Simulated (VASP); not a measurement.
A run of VASP 6.6.1 is set up as follows.

File INCAR:

```
ALGO = Fast ; EDIFF = 1E-6
ENCUT = 520 ; GGA = PS
ISIF = 2 ; ISMEAR = 0
LASPH = True ; LCHARG = False
LREAL = False ; LWAVE = False
NBANDS = 12 ; NELM = 60
PREC = Accurate ; SIGMA = 0.15
```

The input KPOINTS:

```
k-points
0
Gamma
  20 20 20
```

Contents of POSCAR:

```
Hg
1.0
    0.0000000000      2.5984451322      2.0267872031
    2.5984451322      0.0000000000      2.0267872031
    2.5984451322      2.5984451322      0.0000000000
Hg
1
Direct
    0.0000000000      0.0000000000      0.0000000000
```

Potentials or basis: VASP PAW PBE potentials, release 64 (Hg).

Launch:

```console
$ cat potpaw_PBE.64/Hg/POTCAR > POTCAR
$ mpirun -np 1 vasp_std > vasp.out
```

Task: Predict the pressure.

Result: -2.7 GPa.

Task: What does it give for the band gap on the k mesh?

Result: Zero (bands 6 and 7 overlap by 2.89 eV).

Stress tensor (GPa, compression positive):
```
-2.64  0.00  0.00
 0.00 -2.64  0.00
 0.00  0.00 -2.76
```

Caveat: the PAW data sets were made with another functional, which shifts forces and pressure a little; spin-orbit coupling is left out, which moves the levels of the heavy elements.
